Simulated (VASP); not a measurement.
Crystal: W.

```
W
1.0
    -1.58234    1.58234    1.58234
     1.58234   -1.58234    1.58234
     1.58234    1.58234   -1.58234
W
1
Direct
  0.00000 0.00000 0.00000
```

Program: VASP 6.6.1. Alike in all runs: task single point; potentials or basis VASP PAW PBE potentials, release 64 (W_sv); cell as given. Hardware: 1 thread of Intel(R) Xeon(R) Platinum 8375C CPU @ 2.90GHz (Ice Lake), with other jobs on the host.

Q: Order these runs on this cell by their wall time, lowest first.
A. level PBEsol+D3(BJ); spin off; k mesh 12 × 12 × 12; cutoff (eV) 520; smearing fermi-dirac 0.05 eV
B. level PBE; spin off; k mesh 5 × 5 × 5; cutoff (eV) 520; smearing fermi-dirac 0.03 eV
C. level PBE; spin off; k mesh 12 × 12 × 12; cutoff (eV) 520; smearing tetrahedron
D. level PBE-based screened hybrid; spin off; k mesh 6 × 6 × 6; cutoff (eV) 400; smearing fermi-dirac 0.05 eV; grid for exact exchange (PRECFOCK) Normal; share of exact exchange 0.25; screening parameter 0.3 1/Å
E. level PBE+D4; spin non-collinear, zero start; k mesh 12 × 12 × 12; cutoff (eV) 520; smearing methfessel-paxton 0.1 eV

A: B (3.6 s), A (7.9 s), C (20 s), E (52 s), D (280 s).

Caveats: some runs use coarse meshes; three body term missing (some runs).
